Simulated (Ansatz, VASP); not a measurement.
# ZrB2: VASP beside Ansatz

```xyz
3
Lattice="3.2271 0.0000 0.0000 -1.6135 2.7947 0.0000 0.0000 0.0000 3.5890" Properties=species:S:1:pos:R:3 pbc="T T T"
Zr    0.0000    0.0000    0.0000
B     0.0000    1.8632    1.7945
B     1.6135    0.9316    1.7945
```

Change from the starting cell: volume scaled by 1.06, PAW files.

Alike in both runs: task electric field gradients; functional LDA; k mesh 13 × 13 × 10; occupations fermi-dirac, width 0.03 eV; no spin polarisation.

```csv
,VASP,Ansatz
version,VASP 6.6.1,Ansatz 0.2.0
potentials or method,"VASP PAW LDA potentials, release 64 (Zr_sv, B)","PAW with Ansatz's default frozen-core files, scalar-relativistic"
plane-wave cutoff (eV),520,420
valence electrons in the cell,18,18
```

VASP gave:

```
pressure (GPa)                                                : -18.9
traceless stress, the component that is largest in VASP (GPa) : 1.55
size of Vzz on the site where it differs most (V/Å²)          : 43.7
```

Question: What did Ansatz give for the same quantities?

Answer: Pressure (GPa): -19.3; traceless stress, the component that is largest in VASP (GPa): 1.52; size of Vzz on the site where it differs most (V/Å²): 46.0.

LDA's correlation is that of Perdew and Zunger in VASP and of Perdew and Wang (1992) in Ansatz.
